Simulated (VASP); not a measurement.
# ZnS: single point with PBEsol

Crystal: ZnS.

```
Zn S
1.0
     3.81100    0.00000    0.00000
    -1.90550    3.30042    0.00000
     0.00000    0.00000    6.35868
Zn S
2 2
Cartesian
  0.0000 2.2003 0.0000
  1.9055 1.1001 3.1793
  0.0000 2.2003 2.4481
  1.9055 1.1001 5.6274
```

This cell differs from its parent crystal: zz strain of +2 %.

| Item | Value |
| --- | --- |
| Program | VASP 6.6.1 |
| Task | single point |
| Functional | PBEsol |
| Potentials or basis | VASP PAW PBE potentials, release 64 (Zn, S) |
| Cutoff | 520 eV |
| k mesh | 8 × 8 × 5 |
| Occupations | fermi-dirac, width 0.03 eV |
| Spin | no spin polarisation |
| Dipole correction | no |
| Further INCAR settings | ALGO = Normal; EDIFF = 1e-06; NBANDS = 26 |

| Property | Result |
| --- | --- |
| Pressure | -2.3 GPa |
| Largest force | 0.354 eV/Å |
| Band gap on the k mesh | 2.01 eV, direct |

Forces on the atoms (eV/Å):
```
Zn   0.000  0.000  0.354
Zn   0.000  0.000  0.354
S    0.000  0.000 -0.354
S    0.000  0.000 -0.354
```

Stress tensor (GPa, compression positive):
```
-1.02  0.00  0.00
 0.00 -1.02  0.00
 0.00  0.00 -4.82
```

Levels at points of the mesh, in eV from the valence-band top:
```tsv
k point	band 16	band 17	band 18	band 19	band 20	band 21
(0.00, 0.00, 0.00)	-0.05	0.00	0.00	2.01	2.98	6.30
(0.50, 0.00, 0.00)	-2.16	-1.54	-0.99	3.58	4.07	4.98
```

Wall time 52 s on 1 thread of Intel Xeon 6975P-C (shared host), peak memory 0.21 GiB.

Caveat: the cell differs from its parent crystal (zz strain of +2 %); the PAW data sets were made with another functional, which shifts forces and pressure a little.
